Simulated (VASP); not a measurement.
# SnO2 (Cm) in VASP: further runs

SnO2 is run at these levels: PBEsol; tasks: single point.

Everything below comes from runs of VASP 6.6.1. Logs are shortened: lines on timing, memory, paths and dates and some standing lists are left out, and cuts for length are marked.

### 1 The cell of the first run

Symmetry: Cm, No. 8, monoclinic system. Conventional cell: a = 11.003 Å, b = 4.011 Å, c = 4.011 Å, α = 90.00°, β = 111.38°, γ = 90.00°. Sn (site symmetry m) has 6 O at 2.06 to 2.34 Å within 2.7 Å. Sn (site symmetry m) has 6 O at 1.61 to 2.08 Å within 2.1 Å. O (site symmetry m) has 1 Sn at 1.61 Å within 2.1 Å. Within 2.7 Å of O (site symmetry m) lie 3 Sn at 2.06 to 2.08 Å and 2 O at 2.32 Å. Within 2.7 Å of O (site symmetry m) lie 3 Sn at 2.06 to 2.08 Å and 2 O at 2.56 Å. Within 2.7 Å of O (site symmetry m) lie 3 Sn at 2.06 to 2.08 Å and 3 O at 2.44 to 2.56 Å.

### 2 Single point, PBEsol (atom 3 (O) moved by -0.580 Å along [0 1 0] and +0.580 Å along [0 0 1])

File INCAR:

```
PREC = Accurate
ENCUT = 520
EDIFF = 1E-6
ISMEAR = 0
SIGMA = 0.05
LREAL = False
LASPH = True
NELM = 100
ALGO = Normal
ISIF = 2
LWAVE = False
LCHARG = False
GGA = PS
NBANDS = 35
LUSENCCL = False
```

File KPOINTS:

```
Automatic mesh
0
Gamma
  10 10 10
```

File POSCAR:

```
SnO2
1.0
   -2.0054999738      2.0054999738      5.1227446880
    2.0054999738     -2.0054999738      5.1227446880
    2.0054999738      2.0054999738     -5.1227446880
Sn O
2 4
Direct
    0.7500000000      0.2500000000      0.5000000000
    0.0000000000      0.0000000000      0.0000000000
    0.7090891538      0.8536914992     -0.1446023454
    0.9529187786      0.4529187786      0.5000000000
    0.2029187786      0.2029187786      0.0000000000
    0.5470812214      0.0470812214      0.5000000000
```

Potentials or basis: VASP PAW PBE potentials, release 64 (Sn_d, O).

The run is started by

```bash
$ cat potpaw_PBE.64/Sn_d/POTCAR potpaw_PBE.64/O/POTCAR > POTCAR
$ mpirun -np 1 vasp_std > vasp.out
```

OUTCAR:

```text
PREC = Accurate
   ENCUT = 520
   EDIFF = 1E-6
   ISMEAR = 0
   LREAL = False
   LASPH = True
   NELM = 100
   ISIF = 2
   GGA = PS

 ion  position               nearest neighbor table
   1  0.750  0.250  0.500-   5 2.06   5 2.06   6 2.08   4 2.08   3 2.34   3 2.34   2 3.25   2 3.25
                             2 3.25   2 3.25
   2  0.000  0.000  0.000-   3 1.61   6 2.06   4 2.06   6 2.06   4 2.06   5 2.08   1 3.25   1 3.25
                             1 3.25   1 3.25
   3  0.709  0.854  0.855-   2 1.61   1 2.34   1 2.34
   4  0.953  0.453  0.500-   2 2.06   2 2.06   1 2.08
   5  0.203  0.203  0.000-   1 2.06   1 2.06   2 2.08
   6  0.547  0.047  0.500-   2 2.06   2 2.06   1 2.08

  LATTYP: Found a body centered tetragonal cell.
 ALAT       =     4.0109999476
 C/A-ratio  =     2.5543479207

  Lattice vectors:

 A1 = (  -2.0054999738,   2.0054999738,   5.1227446880)
 A2 = (   2.0054999738,  -2.0054999738,   5.1227446880)
 A3 = (   2.0054999738,   2.0054999738,  -5.1227446880)

Analysis of symmetry for initial positions (statically):
=====================================================================
 Subroutine PRICEL returns:
 Original cell was already a primitive cell.

 Routine SETGRP: Setting up the symmetry group for a
 body centered tetragonal supercell.

 Subroutine GETGRP returns: Found  2 space group operations
 (whereof  2 operations were pure point group operations)
 out of a pool of 16 trial point group operations.

The static configuration has the point symmetry C_1h.

Analysis of symmetry for dynamics (positions and initial velocities):
=====================================================================
 Subroutine PRICEL returns:
 Original cell was already a primitive cell.

 Routine SETGRP: Setting up the symmetry group for a
 body centered tetragonal supercell.

 Subroutine GETGRP returns: Found  2 space group operations
 (whereof  2 operations were pure point group operations)
 out of a pool of 16 trial point group operations.

The dynamic configuration has the point symmetry C_1h.

 Subroutine INISYM returns: Found  2 space group operations
 (whereof  2 operations are pure point group operations),
 and found     1 'primitive' translations

----------------------------------------------------------------------------------------

                                     Primitive cell

  volume of cell :      82.4153

  direct lattice vectors                    reciprocal lattice vectors
    -2.005499974  2.005499974  5.122744688     0.000000000  0.249314389  0.097603927
     2.005499974 -2.005499974  5.122744688     0.249314389  0.000000000  0.097603927
     2.005499974  2.005499974 -5.122744688     0.249314389  0.249314389  0.000000000

  length of vectors
     5.855473800  5.855473800  5.855473800     0.267739035  0.267739035  0.352583790

  position of ions in fractional coordinates (direct lattice)
     0.750000000  0.250000000  0.500000000
     0.000000000  0.000000000  0.000000000
     0.709089154  0.853691499  0.855397655
     0.952918779  0.452918779  0.500000000
     0.202918779  0.202918779  0.000000000
     0.547081221  0.047081221  0.500000000

  ion indices of the primitive-cell ions
   primitive index   ion index
                 1           1
                 2           2
                 3           3
                 4           4
                 5           5
                 6           6

----------------------------------------------------------------------------------------

 KPOINTS: Automatic mesh

Automatic generation of k-mesh.
 Grid dimensions read from file:
 generate k-points for:   10   10   10

 Generating k-lattice:

  Cartesian coordinates                     Fractional coordinates (reciprocal lattice)
     0.000000000  0.024931439  0.009760393     0.100000000  0.000000000  0.000000000
     0.024931439  0.000000000  0.009760393     0.000000000  0.100000000  0.000000000
     0.024931439  0.024931439  0.000000000     0.000000000  0.000000000  0.100000000

  Length of vectors
     0.026773904  0.026773904  0.035258379

  Shift w.r.t. Gamma in fractional coordinates (k-lattice)
     0.000000000  0.000000000  0.000000000

 Subroutine IBZKPT returns following result:
 ===========================================

 Found    282 irreducible k-points:

 Following reciprocal coordinates:
            Coordinates               Weight
  0.000000  0.000000  0.000000      1.000000
  0.100000  0.000000  0.000000      2.000000
  0.000000  0.100000  0.000000      4.000000
  0.000000  0.100000 -0.100000      2.000000
  0.200000  0.000000  0.000000      2.000000
  0.000000  0.200000  0.000000      4.000000
[... 16 lines left out ...]
  0.300000  0.100000  0.000000      4.000000
  0.000000  0.400000 -0.100000      4.000000
 [... further k-points ...]
   k-points           NKPTS =    282   k-points in BZ     NKDIM =    282   number of bands    NBANDS=     35
   number of dos      NEDOS =    301   number of ions     NIONS =      6
   total plane-waves  NPLWV = 110592
   dimension x,y,z NGX =    48 NGY =   48 NGZ =   48
   dimension x,y,z NGXF=    96 NGYF=   96 NGZF=   96
   ions per type =               2   4
   NGX,Y,Z   is equivalent  to a cutoff of  13.63, 13.63, 13.63 a.u.
   NGXF,Y,Z  is equivalent  to a cutoff of  27.26, 27.26, 27.26 a.u.
 SYSTEM =  unknown system
   PREC   = accura    normal or accurate (medium, high low for compatibility)
   ISTART =      0    job   : 0-new  1-cont  2-samecut
   ICHARG =      2    charge: 1-file 2-atom 10-const
   ISPIN  =      1    spin polarized calculation?
   LNONCOLLINEAR =      F non collinear calculations
   LSORBIT =      F    spin-orbit coupling
   LASPH  =      T    aspherical Exc in radial PAW
   ENCUT  =  520.0 eV  38.22 Ry    6.18 a.u.  10.89 10.89 10.89*2*pi/ulx,y,z
   NELM   =    100;   NELMIN=  2; NELMDL= -5     # of ELM steps
   EDIFF  = 0.1E-05   stopping-criterion for ELM
   LREAL  =      F    real-space projection
   EDIFFG = 0.1E-04   stopping-criterion for IOM
   NSW    =      0    number of steps for IOM
   IBRION =     -1    ionic relax: 0-MD 1-quasi-New 2-CG
   NFREE  =      0    steps in history (QN), initial steepest desc. (CG)
   ISIF   =      2    stress and relaxation
   ISYM   =      2    0-nonsym 1-usesym 2-fastsym
   POTIM  = 0.5000    time-step for ionic-motion
   TEBEG  =    0.0;   TEEND  =   0.0 temperature during run
   PSTRESS=    0.0 pullay stress
   NELECT =      52.0000    total number of electrons
   NUPDOWN=      -1.0000    fix difference up-down
   EMIN   =  10.00;   EMAX   =-10.00  energy-range for DOS
   EFERMI =   0.00;   METHOD = LEGACY
   ISMEAR =     0;   SIGMA  =   0.05  broadening in eV -4-tet -1-fermi 0-gaus
   EFERMI_NEDOS =   21; number of points for ismear=-14 and -15
   IALGO  =     38    algorithm
   IMIX   =      4    mixing-type and parameters
     AMIX     =   0.40;   BMIX     =  1.00
     AMIX_MAG =   1.60;   BMIX_MAG =  1.00
  volume/ion in A,a.u.               =      13.74        92.69
  Fermi-wavevector in a.u.,A,eV,Ry     =   1.404128  2.653417 26.824901  1.971575
  Thomas-Fermi vector in A             =   2.526720
   LORBIT       =      0    0 simple, 1 ext, 2 COOP (PROOUT), +10 PAW based schemes
   GGA     = PS    functional components
   LHFCALC =     F    Hartree Fock is set to
   AEXX    =    0.0000 exact exchange contribution
   IVDW    =     0    specifies the selected vdW correction
   LEPSILON=     F    determine dielectric tensor
   LRPA    =     F    only Hartree local field effects (RPA)
 non-spin polarized calculation
 Gauss-broadening in eV      SIGMA  =   0.05
  energy-cutoff  :      520.00
  volume of cell :       82.42
 maximum number of plane-waves:      2260
 NGX is ok and might be reduce to    48
   NGX = 21   NGY = 21   NGZ = 21

 number of electron      52.0000004 magnetization

 Free energy of the ion-electron system (eV)
  ---------------------------------------------------
  ext. energy  EPLUGINS =         0.00000000
  ---------------------------------------------------
  free energy    TOTEN  =       -34.83240949 eV

  energy without entropy =      -34.83240949  energy(sigma->0) =      -34.83240949

 E-fermi :   4.8501     XC(G=0): -10.4874

 val. band max:        4.5810487077   @ k =  -0.3000   0.4000   0.3000
 cond. band min:       5.2685454595   @ k =   0.0000   0.0000   0.0000
 fundamental gap:      0.6874967518
 Fermi energy:         4.8501060977

 k-point     1 :       0.0000    0.0000    0.0000
  band No.  band energies     occupation
      1     -17.4229      2.00000
      2     -16.6012      2.00000
      3     -16.3348      2.00000
      4     -15.9895      2.00000
      5     -15.9739      2.00000
      6     -15.8886      2.00000
[... 27 lines left out ...]
     34      16.1029      0.00000
     35      16.5121      0.00000

 k-point     2 :       0.1000    0.0000    0.0000
  band No.  band energies     occupation
      1     -17.4242      2.00000
      2     -16.5678      2.00000
      3     -16.3303      2.00000
      4     -15.9908      2.00000
      5     -15.9744      2.00000
      6     -15.8916      2.00000
[... 27 lines left out ...]
     34      15.9222      0.00000
     35      16.5357      0.00000

 k-point     3 :       0.0000    0.1000    0.0000
  band No.  band energies     occupation
      1     -17.4257      2.00000
      2     -16.5960      2.00000
      3     -16.3369      2.00000
      4     -15.9900      2.00000
      5     -15.9710      2.00000
      6     -15.8887      2.00000
[... 27 lines left out ...]
     34      16.0284      0.00000
     35      16.5907      0.00000
[... 723 lines left out ...]
 k-point    23 :       0.3000    0.1000    0.0000
  band No.  band energies     occupation
      1     -17.4374      2.00000
      2     -16.3754      2.00000
      3     -16.2686      2.00000
      4     -15.9998      2.00000
      5     -15.9763      2.00000
      6     -15.9199      2.00000
[... 27 lines left out ...]
     34      15.4913      0.00000
     35      16.1672      0.00000

 k-point    24 :       0.0000    0.4000   -0.1000
  band No.  band energies     occupation
      1     -17.4446      2.00000
      2     -16.5297      2.00000
      3     -16.3472      2.00000
      4     -15.9952      2.00000
      5     -15.9531      2.00000
      6     -15.8968      2.00000
[... 27 lines left out ...]
     34      15.7213      0.00000
     35      16.7835      0.00000

 [... further k-points ...]
[... 5 lines left out ...]
  --------------------------------------------------------------------------------------
  -------------------------------------------------------------------------------------
  Total        3.7752966      5.3513034     23.8073166      0.0000000     10.5301893      0.0000000
  in kB       73.3928305    104.0308466    462.8209462      0.0000000    204.7098479      0.0000000
  external PRESSURE =     213.4148744 kB  Pullay stress =       0.0000000 kB

 VOLUME and BASIS-vectors are now :
 -----------------------------------------------------------------------------
  energy-cutoff  :      520.00
  volume of cell :       82.42
      direct lattice vectors                 reciprocal lattice vectors
    -2.005499974  2.005499974  5.122744688     0.000000000  0.249314389  0.097603927
     2.005499974 -2.005499974  5.122744688     0.249314389  0.000000000  0.097603927
     2.005499974  2.005499974 -5.122744688     0.249314389  0.249314389  0.000000000

 POSITION                                       TOTAL-FORCE (eV/Angst)
 -----------------------------------------------------------------------------------
      0.00000      2.00550      2.56137         0.000000     -1.144633      1.944578
      0.00000      0.00000      0.00000        -0.000000      6.017671     15.115531
      2.00550      1.42550      3.62374         0.000000     -4.554131    -20.099144
      0.00000      2.00550      4.64037        -0.000000      1.164353      0.784258
      0.00000      0.00000      2.07900         0.000000     -0.696117      0.277455
      0.00000      2.00550      0.48237        -0.000000     -0.787143      1.977321
 -----------------------------------------------------------------------------------
    total drift:                                0.000000      0.000094     -0.000052

  FREE ENERGIE OF THE ION-ELECTRON SYSTEM (eV)
  ---------------------------------------------------
  free  energy   TOTEN  =       -34.8324094939 eV

  energy  without entropy=      -34.8324094939  energy(sigma->0) =      -34.83240949
```

Run time: 17 min. Hardware: 1 × NVIDIA H100 80GB with 1 thread of AMD EPYC 7R13 (Zen 3), shared host; peak memory 1.8 GiB.

Results:

- Free energy: -34.8324 eV
- Pressure: 21.3 GPa
- Largest force: 20.609 eV/Å
- Band gap on the k mesh: 0.69 eV (least direct gap 1.31 eV)

Forces in eV/Å, atoms in the order of the input:
```
Sn    0.000  -1.145   1.945
Sn    0.000   6.018  15.116
O     0.000  -4.554 -20.099
O     0.000   1.164   0.784
O     0.000  -0.696   0.277
O     0.000  -0.787   1.977
```

Stress tensor (GPa, compression positive):
```
 7.34  0.00  0.00
 0.00 10.40 20.47
 0.00 20.47 46.28
```

Caveat: the cell differs from its parent crystal (atom 3 (O) moved by -0.580 Å along [0 1 0] and +0.580 Å along [0 0 1]); the stress differs along the axes, from 7 to 46 GPa; semilocal functionals underestimate gaps, and a narrow one can read as zero; the PAW data sets were made with another functional, which shifts forces and pressure a little; spin-orbit coupling is left out, which moves the levels of the heavy elements.

[end of part 1 of 2]
